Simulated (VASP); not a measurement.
Input of a VASP 6.6.1 run:

Contents of INCAR:

```
SYSTEM = MgO
  ALGO = Normal
  EDIFF = 1E-6
  ENCUT = 840
  GGA = PE
  GGA_COMPAT = .False.
  ISIF = 2
  ISMEAR = 0
  LASPH = .True.
  LCHARG = .True.
  LELF = .True.
  LREAL = .False.
  LVHAR = .True.
  LWAVE = .False.
  NBANDS = 15
  NELM = 120
  PREC = Accurate
  SIGMA = 0.01
```

Contents of KPOINTS:

```
k-points
0
Gamma
  10 10 10
  0 0 0
```

File POSCAR:

```
MgO
1.0
    0.0000000000      2.1076805979      2.1076805979
    2.1076805979      0.0000000000      2.1076805979
    2.1076805979      2.1076805979      0.0000000000
Mg O
1 1
Direct
    0.0000000000      0.0000000000      0.0000000000
    0.5000000000      0.5000000000      0.5000000000
```

Potentials or basis: VASP PAW PBE potentials, release 64 (Mg_sv, O).

Run with:

```console
$ cat potpaw_PBE.64/Mg_sv/POTCAR potpaw_PBE.64/O/POTCAR > POTCAR
$ mpirun -np 1 vasp_std > vasp.out
```

**Question.** Estimate the pressure.

**Answer.** 4.4 GPa.

**Question.** What does it give for the band gap on the k mesh?

**Answer.** 4.72 eV.

Caveat: the cell stands under pressure.
